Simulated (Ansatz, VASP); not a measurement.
**AlN in VASP and in Ansatz**

```xyz
4
Lattice="3.1940 0.0000 0.0000 -1.5970 2.7661 0.0000 0.0000 0.0000 3.9982" Properties=species:S:1:pos:R:3 pbc="T T T"
Al    0.0000    1.8440    3.0642
Al    1.5970    0.9220    1.0651
N     0.0000    1.8440    0.8732
N     1.5970    0.9220    2.8723
```

Change from the starting cell: mode 4 frozen in at -0.130 Å, equal normal strain along x, y and z -0.0250.

Alike in both runs: task single point; functional LDA; k mesh 9 × 9 × 6; occupations gaussian, width 0.05 eV; no spin polarisation.

|  | VASP | Ansatz |
| --- | --- | --- |
| version | VASP 6.6.1 | Ansatz 0.2.0 |
| potentials or method | VASP PAW LDA potentials, release 64 (Al, N), cutoff 520 eV | scalar-relativistic, plane waves, PAW |
| valence electrons in the cell | 16 | 16 |

```tsv
	VASP	Ansatz	Ansatz less VASP
gap on the k mesh at the Fermi level (eV)	4.25	4.28	+0.023
least direct gap on the mesh (eV)	4.34	4.33	-0.008
pressure (GPa)	26.1	25.0	-1.05
traceless stress, the component that is largest in VASP (GPa)	15.60	15.43	-0.176
rms of the force components (eV/Å)	0.877	0.850	-0.0267
```

Ansatz warns that its potentials were made for another functional, while VASP's fit it. LDA's correlation is that of Perdew and Zunger in VASP and of Perdew and Wang (1992) in Ansatz. Atom by atom the forces differ by 0.027 eV/Å (rms over components).
